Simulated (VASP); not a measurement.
Here is a VASP 6.6.1 calculation.

Contents of INCAR:

```
SYSTEM = Ag
ALGO = Normal
EDIFF = 1E-6
ENCUT = 520
GGA = PS
ISIF = 2
ISMEAR = -1
LASPH = .True.
LCHARG = .False.
LREAL = .False.
LWAVE = .False.
NBANDS = 12
NELM = 60
PREC = Accurate
SIGMA = 0.05
```

File KPOINTS:

```
k-points
0
Gamma
  16 16 16
  0 0 0
```

The input POSCAR:

```
Ag
1.0
    2.3614158634      0.0000000000      0.0000000000
    0.0000000000      2.3614158634      0.0000000000
    0.0000000000      0.0000000000      2.3614158634
Ag
1
Direct
    0.0000000000      0.0000000000      0.0000000000
```

Potentials or basis: VASP PAW PBE potentials, release 64 (Ag).

Command:

```console
$ cat potpaw_PBE.64/Ag/POTCAR > POTCAR
$ mpirun -np 1 vasp_std > vasp.out
```

Task: Predict the pressure.

Result: 97.5 GPa.

Caveat: the PAW data sets were made with another functional, which shifts forces and pressure a little.
